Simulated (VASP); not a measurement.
## NaLaMnMoO6: atomic charges with PBE

The system is NaLaMnMoO6.

```xyz
10
Lattice="-2.7229 2.7229 3.8989 2.7229 -2.7229 3.8989 2.7229 2.7229 -3.8989" Properties=species:S:1:pos:R:3 pbc="T T T"
Na    2.7229    0.0000    1.9494
La    0.0000    2.7229    1.9494
Mn    0.0000    0.0000    3.8989
Mo    0.0000    0.0000    0.0000
O     1.6123    1.1308    0.0001
O     1.5921   -1.1106    3.8988
O     1.1106    1.5921    3.8990
O     1.1308    3.8336   -0.0001
O     0.0000    0.0000    1.9646
O     0.0000    0.0000    5.8332
```

```yaml
Program: VASP 6.6.1
Task: atomic charges
Functional: PBE
Potentials_or_basis: VASP PAW PBE potentials, release 64 (Na_pv, La, Mn_pv, Mo_sv, O)
Cutoff: 520 eV
k_mesh: 7 × 7 × 7
Occupations: fermi-dirac, width 0.05 eV
Spin: collinear spin, ferromagnetic start
Starting_moments: "[0.0, 0.0, 4.0, 1.0, 0.0, 0.0, 0.0, 0.0, 0.0, 0.0] μB"
Further_INCAR_settings: ALGO = Normal; EDIFF = 1e-06
```

```
Pressure                                              : 0.6 GPa
Largest force                                         : 0.134 eV/Å
Net moment                                            : 2.00 μB per cell
Site moments                                          : Na +0.00; La -0.02; Mn +2.51; Mo -0.58; O +0.01 μB
Valence electrons inside the program's atomic spheres : Na 6.02; La 8.47; Mn 11.67; Mo 12.36; O 5.03
```

Forces on the atoms (eV/Å):
```
Na   0.000  0.000  0.000
La   0.000  0.000  0.000
Mn   0.000  0.000  0.000
Mo   0.000  0.000  0.000
O   -0.028 -0.079 -0.014
O    0.079 -0.028  0.014
O    0.028  0.079 -0.014
O   -0.079  0.028  0.014
O    0.000  0.000 -0.134
O    0.000  0.000  0.134
```

Stress tensor (GPa, compression positive):
```
0.58 0.00 0.00
0.00 0.58 0.00
0.00 0.00 0.67
```

Levels at points of the mesh, in eV from the Fermi level:
Spin up:
| k point | band 39 | band 40 | band 41 | band 42 | band 43 | band 44 | band 45 | band 46 |
| --- | --- | --- | --- | --- | --- | --- | --- | --- |
| (0.00, 0.00, 0.00) | -2.73 | -2.37 | -2.37 | -0.73 | -0.34 | 0.81 | 0.81 | 1.09 |
Spin down:
```csv
k point,band 36,band 37,band 38,band 39,band 40,band 41,band 42,band 43
"(0.00, 0.00, 0.00)",-3.04,-2.65,-2.65,-1.17,-1.17,-1.17,0.70,1.06
```

It took 11 min on 4 MPI ranks on Intel(R) Xeon(R) Platinum 8175M CPU @ 2.50GHz (Skylake/Cascade Lake), on a shared host, peak memory 0.7 GiB a rank.

Caveat: spin-orbit coupling is left out, which moves the levels of the heavy elements; a cell with one magnetic atom can't hold antiferromagnetic order, which such compounds often take; semilocal functionals often make such compounds metallic where correlation or magnetic order opens a gap, which also shifts bond lengths. With open d or f shells a metallic result of PBE can be an artefact of self-interaction; +U or a hybrid may open a gap.
